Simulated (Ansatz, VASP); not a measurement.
**ScF3 in VASP and in Ansatz**

INCAR

```
SYSTEM = ScF3
PREC     = Accurate       ! precision mode
ENCUT    = 520            ! plane-wave cutoff, eV
EDIFF    = 1E-7           ! SCF threshold, eV
ISMEAR   = 0              ! smearing method
SIGMA    = 0.05           ! smearing width, eV
LREAL    = .FALSE.        ! projectors in reciprocal space
LASPH    = .TRUE.         ! aspherical terms in the spheres
NELM     = 100            ! most SCF steps
ALGO     = Normal         ! electronic algorithm
ISIF     = 2              ! what is computed and relaxed
LWAVE    = .FALSE.        ! write WAVECAR
LCHARG   = .FALSE.        ! write CHGCAR
NBANDS   = 24             ! bands
```

File KPOINTS:

```
Automatic mesh
0
G
  6 6 6
  0 0 0
```

POSCAR

```
ScF3
1.0
    4.1255357782      0.0000000000      0.0000000000
    0.0000000000      4.1255357782      0.0000000000
    0.0000000000      0.0000000000      3.7954929159
Sc F
1 3
Direct
    0.0000000000      0.0000000000      0.0000000000
    0.5000000000      0.0000000000      0.0000000000
    0.0000000000      0.5000000000      0.0000000000
    0.0000000000      0.0000000000      0.5000000000
```

Input for Ansatz:

```yaml
crystal:
  lattice:
    - [4.1255357782, 0.0, 0.0]
    - [0.0, 4.1255357782, 0.0]
    - [0.0, 0.0, 3.7954929159]
  atoms:
    - { symbol: Sc, position: [0.0, 0.0, 0.0] }
    - { symbol: F, position: [0.5, 0.0, 0.0] }
    - { symbol: F, position: [0.0, 0.5, 0.0] }
    - { symbol: F, position: [0.0, 0.0, 0.5] }
basis:
  ecutwfc: 420
kpoints:
  mp_grid: { grid: [6, 6, 6] }
hamiltonian:
  xc: lda
scf:
  occupations: { method: gaussian, width: 0.05 }
output:
  forces: true
  stress: true
  eigenvalues: true
```

Alike in both runs: task single point; functional LDA; k mesh 6 × 6 × 6; occupations gaussian, width 0.05 eV; no spin polarisation.

```csv
,VASP,Ansatz
version,VASP 6.6.1,Ansatz 0.2.0
potentials or method,"VASP PAW LDA potentials, release 64 (Sc_sv, F), cutoff 520 eV","scalar-relativistic, plane waves, PAW"
valence electrons in the cell,32,32
```

|  | VASP | Ansatz | Ansatz less VASP |
| --- | --- | --- | --- |
| gap on the k mesh at the Fermi level (eV) | 5.90 | 5.92 | +0.025 |
| least direct gap on the mesh (eV) | 6.38 | 6.41 | +0.024 |
| pressure (GPa) | -0.7 | -1.4 | -0.71 |
| traceless stress, the component that is largest in VASP (GPa) | 15.15 | 14.68 | -0.470 |

LDA's correlation is that of Perdew and Zunger in VASP and of Perdew and Wang (1992) in Ansatz.
